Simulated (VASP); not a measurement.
Input of a VASP 6.6.1 run:

The input INCAR:

```
PREC = Accurate
ENCUT = 520
EDIFF = 1E-7
ISMEAR = 0
SIGMA = 0.05
LREAL = F
LASPH = T
NELM = 60
ALGO = Normal
ISIF = 2
LWAVE = F
LCHARG = F
GGA = PE
NBANDS = 26
```

The input KPOINTS:

```
Automatic mesh
0
Gamma
  9 9 9
```

Contents of POSCAR:

```
GaP
1.0
    2.0091472865      1.1599817267      6.6564427524
   -2.0091472865      1.1599817267      6.6564427524
    0.0000000000     -2.3199634534      6.6564427524
Ga P
2 2
Direct
    0.4355841032      0.4355841032      0.4355841032
    0.5644158968      0.5644158968      0.5644158968
    0.0575077006      0.0575077006      0.0575077006
    0.9424922994      0.9424922994      0.9424922994
```

Potentials or basis: VASP PAW PBE potentials, release 64 (Ga_d, P).

The run is started by

```bash
$ cat potpaw_PBE.64/Ga_d/POTCAR potpaw_PBE.64/P/POTCAR > POTCAR
$ mpirun -np 1 vasp_std > vasp.out
```

Task: Estimate the band gap on the k mesh.

Result: 0.66 eV, direct.

Task: Predict the largest force.

Result: 0.237 eV/Å.

Forces on the atoms (eV/Å):
```
Ga   0.000  0.000 -0.113
Ga   0.000  0.000  0.113
P    0.000  0.000 -0.237
P    0.000  0.000  0.237
```

 A k mesh can miss the band edges.
